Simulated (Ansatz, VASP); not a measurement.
# One calculation of PbSe, two programs

Contents of INCAR:

```
ALGO     = Normal         # electronic algorithm
EDIFF    = 1E-7           # SCF threshold, eV
ENCUT    = 520            # plane-wave cutoff, eV
GGA      = PS             # functional
ISIF     = 2              # what is computed and relaxed
ISMEAR   = 0              # smearing method
LASPH    = T              # aspherical terms in the spheres
LCHARG   = F              # write CHGCAR
LREAL    = F              # projectors in reciprocal space
LWAVE    = F              # write WAVECAR
NBANDS   = 17             # bands
NELM     = 100            # most SCF steps
PREC     = Accurate       # precision mode
SIGMA    = 0.1            # smearing width, eV
```

The input KPOINTS:

```
k-points
0
Gamma
  6 6 6
```

POSCAR

```
PbSe
1.0
    0.0000000000      2.9924978642      2.9924978642
    2.9924978642      0.0000000000      2.9924978642
    2.9924978642      2.9924978642      0.0000000000
Se Pb
1 1
Direct
    0.5000000000      0.5000000000      0.5000000000
    0.0000000000      0.0000000000      0.0000000000
```

Input for Ansatz:

```yaml
crystal:
  lattice:
    - [0.0, 2.9924978642, 2.9924978642]
    - [2.9924978642, 0.0, 2.9924978642]
    - [2.9924978642, 2.9924978642, 0.0]
  atoms:
    - { symbol: Se, position: [0.5, 0.5, 0.5] }
    - { symbol: Pb, position: [0.0, 0.0, 0.0] }
basis:
  ecutwfc: 420
kpoints:
  mp_grid: { grid: [6, 6, 6] }
hamiltonian:
  xc: pbesol
scf:
  occupations: { method: gaussian, width: 0.1 }
output:
  forces: true
  stress: true
  eigenvalues: true
```

Alike in both runs: task single point; functional PBEsol; k mesh 6 × 6 × 6; occupations gaussian, width 0.1 eV; no spin polarisation.

```csv
,VASP,Ansatz
version,VASP 6.6.1,Ansatz 0.2.0
potentials or method,"VASP PAW PBE potentials, release 64 (Se, Pb_d), cutoff 520 eV","scalar-relativistic, plane waves, PAW"
valence electrons in the cell,20,30
```

```csv
,VASP,Ansatz,Ansatz less VASP
gap on the k mesh at the Fermi level (eV),0.04,0.04,+0.004
least direct gap on the mesh (eV),0.04,0.04,+0.004
pressure (GPa),3.2,3.2,-0.02
```

VASP's potentials were made for PBE, not for PBEsol. VASP's potentials hold 20 valence electrons a cell and Ansatz's 30, so a difference there can come from the potentials and not from the codes.

Spin-orbit coupling is off throughout.
